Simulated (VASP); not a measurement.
# Ti6C in VASP: notebook

Ti6C is run at these levels: PBE; tasks: relaxation of the atoms.

All numbers are computed with VASP 6.6.1; they aren't measurements. Logs are shortened: lines on timing, memory, paths and dates and some standing lists are left out, and cuts for length are marked.

## Step 1: The cell of the first run

The cell holds a slab with vacuum, 7 atoms: a = 2.832 Å, b = 4.579 Å, c = 22.051 Å, α = 90.00°, β = 90.00°, γ = 90.00°.

## Step 2: Relaxation of the atoms, PBE

INCAR reads:

```
SYSTEM = Ti6C
PREC = Accurate
ENCUT = 520
EDIFF = 1E-7
ISMEAR = 0
SIGMA = 0.1
LREAL = .FALSE.
LASPH = .TRUE.
NELM = 120
ALGO = Normal
ISIF = 2
LWAVE = .FALSE.
LCHARG = .FALSE.
LDIPOL = .TRUE.
IDIPOL = 3
DIPOL = 0.5 0.5 0.363
GGA = PE
IBRION = 2
NSW = 36
EDIFFG = -0.025
GGA_COMPAT = .FALSE.
NELMIN = 4
NELMDL = -8
KPAR = 4
```

KPOINTS reads:

```
regular mesh
0
G
  9 6 1
  0 0 0
```

POSCAR reads:

```
Ti6C
1.0
    2.8319727860      0.0000000000      0.0000000000
    0.0000000000      4.5793473380      0.0000000000
    0.0000000000      0.0000000000     22.0506909065
Ti C
6 1
Selective dynamics
Direct
    0.5000000000      0.0000000000      0.1814002118  F F F
    0.0000000000      0.5000000000      0.2413504290  F F F
    0.5000000000      0.0000000000      0.3013006462  F F F
    0.5000000000      0.5000000000      0.3625816208  F F F
    0.0000000000      0.0000000000      0.4208167734  F F F
    0.5000000000      0.5000000000      0.4784743912  F F F
    0.8333333333      0.5000000000      0.5563324817  F F T
```

Potentials or basis: VASP PAW PBE potentials, release 64 (Ti_sv, C).

The run is started by

```sh
$ cat potpaw_PBE.64/Ti_sv/POTCAR potpaw_PBE.64/C/POTCAR > POTCAR
$ mpirun -np 4 vasp_std > vasp.out
```

OUTCAR:

```text
SYSTEM = Ti6C
   PREC = Accurate
   ENCUT = 520
   EDIFF = 1E-7
   ISMEAR = 0
   LREAL = .FALSE.
   LASPH = .TRUE.
   NELM = 120
   ISIF = 2
   GGA = PE
   IBRION = 2
   NSW = 36
   EDIFFG = -0.025
   NELMIN = 4
   NELMDL = -8

 ion  position               nearest neighbor table
   1  0.500  0.000  0.181-   3 2.64
   2  0.000  0.500  0.241-
   3  0.500  0.000  0.301-   1 2.64   4 2.66   4 2.66
   4  0.500  0.500  0.363-   6 2.56   3 2.66   3 2.66
   5  0.000  0.000  0.421-
   6  0.500  0.500  0.478-   7 1.96   4 2.56
   7  0.833  0.500  0.556-   6 1.96

  LATTYP: Found a simple orthorhombic cell.
 ALAT       =     2.8319727860
 B/A-ratio  =     1.6170167173
 C/A-ratio  =     7.7863357358

  Lattice vectors:

 A1 = (   2.8319727860,   0.0000000000,   0.0000000000)
 A2 = (   0.0000000000,   4.5793473380,   0.0000000000)
 A3 = (   0.0000000000,   0.0000000000,  22.0506909065)

Analysis of symmetry for initial positions (statically):
=====================================================================
 Subroutine PRICEL returns:
 Original cell was already a primitive cell.

 Routine SETGRP: Setting up the symmetry group for a
 simple orthorhombic supercell.

 Subroutine GETGRP returns: Found  2 space group operations
 (whereof  2 operations were pure point group operations)
 out of a pool of  8 trial point group operations.

The static configuration has the point symmetry C_1h.

Analysis of symmetry for dynamics (positions and initial velocities):
=====================================================================
 Subroutine PRICEL returns:
 Original cell was already a primitive cell.

 Routine SETGRP: Setting up the symmetry group for a
 simple orthorhombic supercell.

 Subroutine GETGRP returns: Found  2 space group operations
 (whereof  2 operations were pure point group operations)
 out of a pool of  8 trial point group operations.

The dynamic configuration has the point symmetry C_1h.

Analysis of constrained symmetry for selective dynamics:
=====================================================================
 Subroutine PRICEL returns:
 Original cell was already a primitive cell.

 Routine SETGRP: Setting up the symmetry group for a
 simple orthorhombic supercell.

 Subroutine GETGRP returns: Found  2 space group operations
 (whereof  2 operations were pure point group operations)
 out of a pool of  8 trial point group operations.

The constrained configuration has the point symmetry C_1h.

 Subroutine INISYM returns: Found  2 space group operations
 (whereof  2 operations are pure point group operations),
 and found     1 'primitive' translations

----------------------------------------------------------------------------------------

                                     Primitive cell

  volume of cell :     285.9663

  direct lattice vectors                    reciprocal lattice vectors
     2.831972786  0.000000000  0.000000000     0.353110738  0.000000000  0.000000000
     0.000000000  4.579347338  0.000000000     0.000000000  0.218371730  0.000000000
     0.000000000  0.000000000 22.050690907     0.000000000  0.000000000  0.045350053

  length of vectors
     2.831972786  4.579347338 22.050690907     0.353110738  0.218371730  0.045350053

  position of ions in fractional coordinates (direct lattice)
     0.500000000  0.000000000  0.181400212
     0.000000000  0.500000000  0.241350429
     0.500000000  0.000000000  0.301300646
     0.500000000  0.500000000  0.362581621
     0.000000000  0.000000000  0.420816773
     0.500000000  0.500000000  0.478474391
     0.833333333  0.500000000  0.556332482

  ion indices of the primitive-cell ions
   primitive index   ion index
                 1           1
                 2           2
                 3           3
                 4           4
                 5           5
                 6           6
                 7           7

----------------------------------------------------------------------------------------

 KPOINTS: regular mesh

Automatic generation of k-mesh.
 Grid dimensions read from file:
 generate k-points for:    9    6    1

 Generating k-lattice:

  Cartesian coordinates                     Fractional coordinates (reciprocal lattice)
     0.039234526  0.000000000  0.000000000     0.111111111  0.000000000  0.000000000
     0.000000000  0.036395288  0.000000000     0.000000000  0.166666667  0.000000000
     0.000000000  0.000000000  0.045350053     0.000000000  0.000000000  1.000000000

  Length of vectors
     0.039234526  0.036395288  0.045350053

  Shift w.r.t. Gamma in fractional coordinates (k-lattice)
     0.000000000  0.000000000  0.000000000

 Subroutine IBZKPT returns following result:
 ===========================================

 Found     20 irreducible k-points:

 Following reciprocal coordinates:
            Coordinates               Weight
  0.000000  0.000000  0.000000      1.000000
  0.111111  0.000000  0.000000      2.000000
  0.222222  0.000000  0.000000      2.000000
  0.333333  0.000000  0.000000      2.000000
  0.444444  0.000000  0.000000      2.000000
  0.000000  0.166667  0.000000      2.000000
[... 12 lines left out ...]
  0.333333  0.500000  0.000000      2.000000
  0.444444  0.500000  0.000000      2.000000
   k-points           NKPTS =     20   k-points in BZ     NKDIM =     20   number of bands    NBANDS=     45
   number of dos      NEDOS =    301   number of ions     NIONS =      7
   total plane-waves  NPLWV = 145152
   dimension x,y,z NGX =    24 NGY =   36 NGZ =  168
   dimension x,y,z NGXF=    48 NGYF=   72 NGZF=  336
   ions per type =               6   1
   NGX,Y,Z   is equivalent  to a cutoff of  14.09, 13.07, 12.67 a.u.
   NGXF,Y,Z  is equivalent  to a cutoff of  28.18, 26.14, 25.33 a.u.
 SYSTEM =  Ti6C
   PREC   = accura    normal or accurate (medium, high low for compatibility)
   ISTART =      0    job   : 0-new  1-cont  2-samecut
   ICHARG =      2    charge: 1-file 2-atom 10-const
   ISPIN  =      1    spin polarized calculation?
   LNONCOLLINEAR =      F non collinear calculations
   LSORBIT =      F    spin-orbit coupling
   LASPH  =      T    aspherical Exc in radial PAW
   ENCUT  =  520.0 eV  38.22 Ry    6.18 a.u.   5.27  8.51 41.00*2*pi/ulx,y,z
   NELM   =    120;   NELMIN=  4; NELMDL= -8     # of ELM steps
   EDIFF  = 0.1E-06   stopping-criterion for ELM
   LREAL  =      F    real-space projection
   EDIFFG = -.3E-01   stopping-criterion for IOM
   NSW    =     36    number of steps for IOM
   IBRION =      2    ionic relax: 0-MD 1-quasi-New 2-CG
   NFREE  =      1    steps in history (QN), initial steepest desc. (CG)
   ISIF   =      2    stress and relaxation
   ISYM   =      2    0-nonsym 1-usesym 2-fastsym
   POTIM  = 0.5000    time-step for ionic-motion
   TEBEG  =    0.0;   TEEND  =   0.0 temperature during run
   PSTRESS=    0.0 pullay stress
   NELECT =      76.0000    total number of electrons
   NUPDOWN=      -1.0000    fix difference up-down
   EMIN   =  10.00;   EMAX   =-10.00  energy-range for DOS
   EFERMI =   0.00;   METHOD = LEGACY
   ISMEAR =     0;   SIGMA  =   0.10  broadening in eV -4-tet -1-fermi 0-gaus
   EFERMI_NEDOS =   21; number of points for ismear=-14 and -15
   IALGO  =     38    algorithm
   IMIX   =      4    mixing-type and parameters
     AMIX     =   0.40;   BMIX     =  1.00
     AMIX_MAG =   1.60;   BMIX_MAG =  1.00
  volume/ion in A,a.u.               =      40.85       275.69
  Fermi-wavevector in a.u.,A,eV,Ry     =   1.052546  1.989023 15.073256  1.107853
  Thomas-Fermi vector in A             =   2.187633
   LORBIT       =      0    0 simple, 1 ext, 2 COOP (PROOUT), +10 PAW based schemes
   GGA     = PE    functional components
   LHFCALC =     F    Hartree Fock is set to
   AEXX    =    0.0000 exact exchange contribution
   IVDW    =     0    specifies the selected vdW correction
   LEPSILON=     F    determine dielectric tensor
   LRPA    =     F    only Hartree local field effects (RPA)
 conjugate gradient relaxation of ions
 non-spin polarized calculation
 Gauss-broadening in eV      SIGMA  =   0.10
  energy-cutoff  :      520.00
  volume of cell :      285.97
 maximum number of plane-waves:      7748
 NGX is ok and might be reduce to    24
   NGX = 11   NGY = 17   NGZ = 81

 dipolmoment           0.000000      0.000000     -0.093248 electrons x Angstroem

--------------------------------------- Ionic step        1  -------------------------------------------

 number of electron      75.9999999 magnetization

 Free energy of the ion-electron system (eV)
  ---------------------------------------------------
  ext. energy  EPLUGINS =         0.00000000
  ---------------------------------------------------
  free energy    TOTEN  =       -49.14056717 eV

  energy without entropy =      -49.08561497  energy(sigma->0) =      -49.11309107

------------------------ aborting loop because EDIFF is reached ----------------------------------------

  FORCE on cell =-STRESS in cart. coord.  units (eV):
  Direction    XX          YY          ZZ          XY          YZ          ZX
  --------------------------------------------------------------------------------------
  -------------------------------------------------------------------------------------
  Total       -3.3389956     -4.2234962     -4.3553851      0.0000000      0.0000000      1.8856181
  in kB      -18.7073196    -23.6628921    -24.4018235      0.0000000      0.0000000     10.5645123
  external PRESSURE =     -22.2573451 kB  Pullay stress =       0.0000000 kB
[... 108 lines left out ...]
  energy  without entropy=      -49.3934061029  energy(sigma->0) =      -49.41910781

--------------------------------------- Ionic step        4  -------------------------------------------

 number of electron      75.9999999 magnetization

 dipolmoment           0.000000      0.000000      0.223475 electrons x Angstroem

 Free energy of the ion-electron system (eV)
  ---------------------------------------------------
  ext. energy  EPLUGINS =         0.00000000
  ---------------------------------------------------
  free energy    TOTEN  =       -49.44502269 eV

  energy without entropy =      -49.39319115  energy(sigma->0) =      -49.41910692

 E-fermi :   0.1219     XC(G=0):  -5.4558

 val. band max:        0.1112224232   @ k =   0.1111   0.0000   0.0000
 cond. band min:       0.1224071618   @ k =   0.3333   0.0000   0.0000
 fundamental gap:      0.0111847386
 Fermi energy:         0.1219116135

 k-point     1 :       0.0000    0.0000    0.0000
  band No.  band energies     occupation
      1     -56.8449      2.00000
      2     -56.7834      2.00000
      3     -56.7422      2.00000
      4     -56.4793      2.00000
      5     -56.3654      2.00000
      6     -55.7899      2.00000
[... 949 lines left out ...]
     44       1.1782      0.00000
     45       1.2969      0.00000

------------------------ aborting loop because EDIFF is reached ----------------------------------------

 vacuum level on the upper side and lower side of the slab       (xc-potential included)         1.403        -1.696

  FORCE on cell =-STRESS in cart. coord.  units (eV):
  Direction    XX          YY          ZZ          XY          YZ          ZX
  --------------------------------------------------------------------------------------
  -------------------------------------------------------------------------------------
  Total       -1.0210263     -3.6075401     -0.3604377      0.0000000      0.0000000      3.7823905
  in kB       -5.7204826    -20.2118883     -2.0194164      0.0000000      0.0000000     21.1915190
  external PRESSURE =      -9.3172625 kB  Pullay stress =       0.0000000 kB

 VOLUME and BASIS-vectors are now :
 -----------------------------------------------------------------------------
  energy-cutoff  :      520.00
  volume of cell :      285.97
      direct lattice vectors                 reciprocal lattice vectors
     2.831972786  0.000000000  0.000000000     0.353110738  0.000000000  0.000000000
     0.000000000  4.579347338  0.000000000     0.000000000  0.218371730  0.000000000
     0.000000000  0.000000000 22.050690907     0.000000000  0.000000000  0.045350053
[... 13 lines left out ...]
  FREE ENERGIE OF THE ION-ELECTRON SYSTEM (eV)
  ---------------------------------------------------
  free  energy   TOTEN  =       -49.4450226932 eV

  energy  without entropy=      -49.3931911535  energy(sigma->0) =      -49.41910692

 reached required accuracy - stopping structural energy minimisation

 vacuum level on the upper side and lower side of the slab         6.544         3.360
```

Run time: 9.9 min. Hardware: 4 MPI ranks of Intel Xeon Platinum 8259CL at 2.50GHz (Skylake/Cascade Lake), shared host; peak memory 0.52 GiB.

What came out:

- Free energy: -49.4450 eV
- Energy gained by relaxing: 43.5 meV/atom
- Ionic steps: 4
- Band gap on the k mesh: zero (bands 38 and 39 overlap by 0.12 eV)

The path:
| step | energy change (eV) | largest force on free atoms (eV/Å) | pressure (GPa) |
| --- | --- | --- | --- |
| 1 | 0.0000 | 2.2408 | -2.23 |
| 2 | -0.2037 | 1.4657 | -1.72 |
| 3 | -0.3042 | 0.0820 | -0.88 |
| 4 | -0.3045 | 0.0195 | -0.93 |

Final structure:
```cif
data_structure
_symmetry_space_group_name_H-M 'P 1'
_symmetry_Int_Tables_number 1
_cell_length_a 2.8320
_cell_length_b 4.5793
_cell_length_c 22.0507
_cell_angle_alpha 90.000
_cell_angle_beta 90.000
_cell_angle_gamma 90.000
_cell_volume 285.97
loop_
_atom_site_label
_atom_site_type_symbol
_atom_site_fract_x
_atom_site_fract_y
_atom_site_fract_z
_atom_site_occupancy
Ti1 Ti 0.50000 0.00000 0.18140 1
Ti2 Ti 0.00000 0.50000 0.24135 1
Ti3 Ti 0.50000 0.00000 0.30130 1
Ti4 Ti 0.50000 0.50000 0.36258 1
Ti5 Ti 0.00000 0.00000 0.42082 1
Ti6 Ti 0.50000 0.50000 0.47847 1
C1 C 0.83333 0.50000 0.54571 1
```

(Continued in part 2 of 2.)
